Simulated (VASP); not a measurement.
# Mg (Cmce) in VASP: single point with PBE

Aim: the single point of Mg with PBE.

Everything below comes from runs of VASP 6.6.1. Logs are shortened: lines on timing, memory, paths and dates and some standing lists are left out, and cuts for length are marked.

## (1) The cell of the first run

The structure is orthorhombic, space group Cmce (No. 64). Conventional cell: a = 5.620 Å, b = 11.738 Å, c = 3.452 Å, α = 90.00°, β = 90.00°, γ = 90.00°. Within 4.0 Å of Mg (site symmetry m) lie 11 Mg at 3.07 to 3.97 Å.

## (2) Single point, PBE (Hg replaced by Mg, lengths x 1.041, strained)

Input file INCAR:

```
PREC = Accurate
ENCUT = 520
EDIFF = 1E-6
ISMEAR = 0
SIGMA = 0.1
LREAL = F
LASPH = T
NELM = 100
ALGO = Normal
ISIF = 2
LWAVE = F
LCHARG = F
GGA = PE
NBANDS = 12
```

Input file KPOINTS:

```
Automatic mesh
0
Gamma
  4 4 6
```

Input file POSCAR:

```
Mg
1.0
    2.8099450650     -5.8690729265      0.0000000000
    2.8099450650      5.8690729265      0.0000000000
    0.0000000000      0.0000000000      3.4515520805
Mg
4
Direct
    0.3691655400      0.6308344600      0.5007497100
    0.8691655400      0.1308344600      0.9992502900
    0.1308344600      0.8691655400      0.0007497100
    0.6308344600      0.3691655400      0.4992502900
```

Potentials or basis: VASP PAW PBE potentials, release 64 (Mg).

The run is started by

```console
cat potpaw_PBE.64/Mg/POTCAR > POTCAR
mpirun -np 1 vasp_std > vasp.out
```

OUTCAR:

```text
PREC = Accurate
   ENCUT = 520
   EDIFF = 1E-6
   ISMEAR = 0
   LREAL = F
   LASPH = T
   NELM = 100
   ISIF = 2
   GGA = PE

 ion  position               nearest neighbor table
   1  0.369  0.631  0.501-   4 3.07   3 3.29   3 3.29   2 3.29   2 3.29   2 3.30   2 3.30
   2  0.869  0.131  0.999-   3 3.07   4 3.29   4 3.29   1 3.29   1 3.29   1 3.30   1 3.30
   3  0.131  0.869  0.001-   2 3.07   1 3.29   1 3.29   4 3.29   4 3.29   4 3.30   4 3.30
   4  0.631  0.369  0.499-   1 3.07   2 3.29   2 3.29   3 3.29   3 3.29   3 3.30   3 3.30

  LATTYP: Found a base centered orthorhombic cell.
 ALAT       =     5.6198901300
 B/A-ratio  =     2.0886788854
 C/A-ratio  =     0.6141671813

  Lattice vectors:

 A1 = (   2.8099450650,  -5.8690729265,   0.0000000000)
 A2 = (   2.8099450650,   5.8690729265,   0.0000000000)
 A3 = (   0.0000000000,   0.0000000000,   3.4515520805)

Analysis of symmetry for initial positions (statically):
=====================================================================
 Subroutine PRICEL returns:
 Original cell was already a primitive cell.

 Routine SETGRP: Setting up the symmetry group for a
 base centered orthorhombic supercell.

 Subroutine GETGRP returns: Found  8 space group operations
 (whereof  4 operations were pure point group operations)
 out of a pool of  8 trial point group operations.

The static configuration has the point symmetry C_2h.
 The point group associated with its full space group is D_2h.

Analysis of symmetry for dynamics (positions and initial velocities):
=====================================================================
 Subroutine PRICEL returns:
 Original cell was already a primitive cell.

 Routine SETGRP: Setting up the symmetry group for a
 base centered orthorhombic supercell.

 Subroutine GETGRP returns: Found  8 space group operations
 (whereof  4 operations were pure point group operations)
 out of a pool of  8 trial point group operations.

The dynamic configuration has the point symmetry C_2h.
 The point group associated with its full space group is D_2h.

 Subroutine INISYM returns: Found  8 space group operations
 (whereof  4 operations are pure point group operations),
 and found     1 'primitive' translations

----------------------------------------------------------------------------------------

                                     Primitive cell

  volume of cell :     113.8444

  direct lattice vectors                    reciprocal lattice vectors
     2.809945065 -5.869072927  0.000000000     0.177939422 -0.085192330  0.000000000
     2.809945065  5.869072927  0.000000000     0.177939422  0.085192330  0.000000000
     0.000000000  0.000000000  3.451552080     0.000000000  0.000000000  0.289724732
[... 98 lines left out ...]
   PSTRESS=    0.0 pullay stress
   NELECT =       8.0000    total number of electrons
   NUPDOWN=      -1.0000    fix difference up-down
   EMIN   =  10.00;   EMAX   =-10.00  energy-range for DOS
   EFERMI =   0.00;   METHOD = LEGACY
   ISMEAR =     0;   SIGMA  =   0.10  broadening in eV -4-tet -1-fermi 0-gaus
   EFERMI_NEDOS =   21; number of points for ismear=-14 and -15
   IALGO  =     38    algorithm
   IMIX   =      4    mixing-type and parameters
     AMIX     =   0.40;   BMIX     =  1.00
     AMIX_MAG =   1.60;   BMIX_MAG =  1.00
  volume/ion in A,a.u.               =      28.46       192.07
  Fermi-wavevector in a.u.,A,eV,Ry     =   0.675566  1.276634  6.209549  0.456389
  Thomas-Fermi vector in A             =   1.752620
   LORBIT       =      0    0 simple, 1 ext, 2 COOP (PROOUT), +10 PAW based schemes
   GGA     = PE    functional components
   LHFCALC =     F    Hartree Fock is set to
   AEXX    =    0.0000 exact exchange contribution
   IVDW    =     0    specifies the selected vdW correction
   LEPSILON=     F    determine dielectric tensor
   LRPA    =     F    only Hartree local field effects (RPA)
 non-spin polarized calculation
 Gauss-broadening in eV      SIGMA  =   0.10
  energy-cutoff  :      520.00
  volume of cell :      113.84
 maximum number of plane-waves:      3092
   NGX = 25   NGY = 25   NGZ = 13

 number of electron       8.0000000 magnetization

 Free energy of the ion-electron system (eV)
  ---------------------------------------------------
  ext. energy  EPLUGINS =         0.00000000
  ---------------------------------------------------
  free energy    TOTEN  =        -5.17683292 eV

  energy without entropy =       -5.16794194  energy(sigma->0) =       -5.17238743

 E-fermi :   1.5228     XC(G=0):  -7.8374

 val. band max:        1.5008752901   @ k =   0.5000   0.5000   0.3333
 cond. band min:       1.5597581140   @ k =   0.2500   0.0000   0.1667
 fundamental gap:      0.0588828239
 Fermi energy:         1.5228163474

 k-point     1 :       0.0000    0.0000    0.0000
  band No.  band energies     occupation
      1      -4.4789      2.00000
      2      -0.2913      2.00000
      3      -0.0465      2.00000
      4       1.0284      2.00000
      5       1.1175      2.00000
      6       1.3998      1.91800
      7       1.4701      1.54387
      8       7.2869      0.00000
      9       7.4825      0.00000
     10       9.3140      0.00000
     11       9.4393      0.00000
     12       9.6681      0.00000
[... 331 lines left out ...]
 k-point    24 :       0.5000    0.0000    0.5000
  band No.  band energies     occupation
      1       0.0406      2.00000
      2       0.0406      2.00000
      3       0.0658      2.00000
      4       0.0658      2.00000
      5       1.8705      0.00000
      6       1.8705      0.00000
      7       2.5309      0.00000
      8       2.5309      0.00000
      9       5.9723      0.00000
     10       5.9723      0.00000
     11       6.5455      0.00000
     12       6.5455      0.00000

 [... further k-points ...]
[... 5 lines left out ...]
  --------------------------------------------------------------------------------------
  -------------------------------------------------------------------------------------
  Total       -2.8092384     -1.5076935     -3.0142967      0.0000000      0.0000000      0.0000000
  in kB      -39.5355162    -21.2183635    -42.4213828      0.0000000      0.0000000      0.0000000
  external PRESSURE =     -34.3917542 kB  Pullay stress =       0.0000000 kB

 VOLUME and BASIS-vectors are now :
 -----------------------------------------------------------------------------
  energy-cutoff  :      520.00
  volume of cell :      113.84
      direct lattice vectors                 reciprocal lattice vectors
     2.809945065 -5.869072927  0.000000000     0.177939422 -0.085192330  0.000000000
     2.809945065  5.869072927  0.000000000     0.177939422  0.085192330  0.000000000
     0.000000000  0.000000000  3.451552080     0.000000000  0.000000000  0.289724732

 POSITION                                       TOTAL-FORCE (eV/Angst)
 -----------------------------------------------------------------------------------
      2.80995      1.53575      1.72836         0.000000      0.185976     -0.002822
      2.80995     -4.33332      3.44896         0.000000      0.185976      0.002822
      2.80995      4.33332      0.00259         0.000000     -0.185976     -0.002822
      2.80995     -1.53575      1.72319         0.000000     -0.185976      0.002822
 -----------------------------------------------------------------------------------
    total drift:                                0.000000     -0.000000     -0.000000

  FREE ENERGIE OF THE ION-ELECTRON SYSTEM (eV)
  ---------------------------------------------------
  free  energy   TOTEN  =        -5.1768329214 eV

  energy  without entropy=       -5.1679419369  energy(sigma->0) =       -5.17238743
```

stdout:

```text
POSCAR found type information on POSCAR Mg
 POSCAR found :  1 types and       4 ions
 scaLAPACK will be used
 LDA part: xc-table for (Slater+PW92), standard interpolation
 POSCAR, INCAR and KPOINTS ok, starting setup
 FFT: planning ... GRIDC
 FFT: planning ... GRID_SOFT
 FFT: planning ... GRID
 WAVECAR not read
 entering main loop
```

Run time: 21 s. Hardware: 1 thread of Intel Xeon 6975P-C (Granite Rapids), shared host; peak memory 0.24 GiB.

What came out:

- Free energy: -5.1768 eV
- Pressure: -3.4 GPa
- Largest force: 0.186 eV/Å
- Band gap on the k mesh: zero (band 4 reaches 2.66 eV, above the bottom of band 5 at 1.02 eV)

Forces on the atoms (eV/Å):
```
Mg   0.000  0.186 -0.003
Mg   0.000  0.186  0.003
Mg   0.000 -0.186 -0.003
Mg   0.000 -0.186  0.003
```

Caveat: the cell differs from its parent crystal (Hg replaced by Mg, lengths x 1.041, strained).
